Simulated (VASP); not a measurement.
## Zn3Bi2: single point with PBE

System: Zn3Bi2.

```
Zn Bi
1.0
     6.62949    0.69751   -1.17840
    -0.55823    6.03541    0.16050
    -0.16128    0.44606    7.01419
Zn Bi
6 4
Direct
  0.30317 0.31470 0.50981
  0.16249 0.94535 0.88072
  0.22023 0.40605 0.87005
  0.80206 0.72905 0.90771
  0.87345 0.18074 0.53754
  0.00519 0.33181 0.17897
  0.59095 0.49557 0.25417
  0.65028 0.20543 0.87316
  0.01739 0.69680 0.46785
  0.41504 0.99495 0.24159
```

| Property | Result |
| --- | --- |
| Program | VASP 6.6.1 |
| Task | single point |
| Functional | PBE |
| Potentials or basis | VASP PAW PBE potentials, release 64 (Zn, Bi_d) |
| Cutoff | 520 eV |
| k mesh | 2 × 3 × 2 |
| Occupations | methfessel-paxton, width 0.15 eV |
| Spin | no spin polarisation |

- Pressure: -2.7 GPa
- Largest force: 0.527 eV/Å
- Band gap on the k mesh: zero (bands 66 and 67 overlap by 0.10 eV)

Forces in eV/Å, atoms in the order of the input:
```
Zn   0.113  0.025  0.131
Zn  -0.277 -0.327 -0.306
Zn  -0.250  0.272  0.301
Zn   0.256 -0.062  0.069
Zn  -0.017 -0.234  0.043
Zn   0.212  0.042 -0.359
Bi  -0.101  0.240  0.266
Bi   0.147 -0.071 -0.372
Bi   0.248  0.369  0.141
Bi  -0.330 -0.253  0.087
```

Stress tensor (GPa, compression positive):
```
-1.70  0.10 -0.37
 0.10 -2.09  0.18
-0.37  0.18 -4.19
```

Levels at points of the mesh, in eV from the Fermi level:
| k point | band 63 | band 64 | band 65 | band 66 | band 67 | band 68 | band 69 | band 70 |
| --- | --- | --- | --- | --- | --- | --- | --- | --- |
| (0.00, 0.00, 0.00) | -1.72 | -1.35 | -0.83 | -0.17 | -0.09 | 0.13 | 0.53 | 1.03 |
| (0.50, 0.00, 0.00) | -1.42 | -1.12 | -0.80 | -0.24 | -0.07 | 0.23 | 0.47 | 1.04 |
| (0.00, 0.00, 0.50) | -1.76 | -1.24 | -0.76 | -0.40 | 0.02 | 0.20 | 0.64 | 0.86 |
| (0.50, 0.00, 0.50) | -1.69 | -1.32 | -0.42 | -0.31 | 0.17 | 0.44 | 0.70 | 0.96 |

Wall time 5.8 min on 1 thread of Intel Xeon 8259CL, with other jobs on the host, peak memory 0.39 GiB.

Caveat: the k points lie up to 0.47 Å⁻¹ apart; spin-orbit coupling is left out, which moves the levels of the heavy elements.
